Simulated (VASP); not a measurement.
Write the native input for VASP 6.6.1 that does the following.

- Task: relaxation of cell and atoms
- Functional: PBE
- Potentials or basis: VASP PAW PBE potentials, release 64 (Te, Si)
- Cutoff: 600 eV
- k mesh: 10 × 10 × 6
- Occupations: fermi-dirac, width 0.08 eV
- Spin: no spin polarisation
- Dipole correction: no
- Further INCAR settings: ALGO = Normal; EDIFF = 1e-06; IBRION = 2; EDIFFG = -0.005; NSW = 100; ISIF = 3

The structure of SiTe (wurtzite type) lies in POSCAR:

```
SiTe
1.0
    4.2649272864      0.0000000000      0.0000000000
   -2.1324636432      3.6935353754      0.0000000000
    0.0000000000      0.0000000000      6.9518314769
Te Si
2 2
Direct
    0.3333333333      0.6666666667      0.0000000000
    0.6666666667      0.3333333333      0.5000000000
    0.3333333333      0.6666666667      0.3760000000
    0.6666666667      0.3333333333      0.8760000000
```

One way to write it, as run:

INCAR

```
SYSTEM = SiTe
PREC     = Accurate       ! precision mode
ENCUT    = 600            ! plane-wave cutoff, eV
EDIFF    = 1E-6           ! SCF threshold, eV
ISMEAR   = -1             ! smearing method
SIGMA    = 0.08           ! smearing width, eV
LREAL    = .False.        ! projectors in reciprocal space
LASPH    = .True.         ! aspherical terms in the spheres
NELM     = 100            ! most SCF steps
ALGO     = Normal         ! electronic algorithm
ISIF     = 3              ! what is computed and relaxed
LWAVE    = .False.        ! write WAVECAR
LCHARG   = .False.        ! write CHGCAR
GGA      = PE             ! functional
IBRION   = 2              ! ionic algorithm
NSW      = 100            ! ionic steps
EDIFFG   = -0.005         ! ionic threshold
```

KPOINTS

```
Automatic mesh
0
Gamma
  10 10 6
  0 0 0
```

Potentials or basis: VASP PAW PBE potentials, release 64 (Te, Si).

Run with:

```bash
$ cat potpaw_PBE.64/Te/POTCAR potpaw_PBE.64/Si/POTCAR > POTCAR
$ mpirun -np 1 vasp_std > vasp.out
```

It gave:

* Relaxed volume: 31.78 Å³/atom
* Relaxed cell: a = 4.965 Å, b = 4.965 Å, c = 5.954 Å, α = 90.00°, β = 90.00°, γ = 120.00°
* Space group after relaxing (to 0.05 Å): P6_3mc (No. 186)
* Energy gained by relaxing: 361.2 meV/atom
* Ionic steps: 35
* Pressure after relaxing: 0.0 GPa
* Band gap on the k mesh: zero (band 10 reaches 5.06 eV, above the bottom of band 11 at 4.87 eV)

Caveat: the volume moved by over 15 % at a fixed basis, so the end points are rough; spin-orbit coupling is left out, which moves the levels of the heavy elements.

It took 17 min on 1 thread of AMD EPYC 9R45 96-Core Processor (Zen 5) (shared host), peak memory 0.31 GiB.
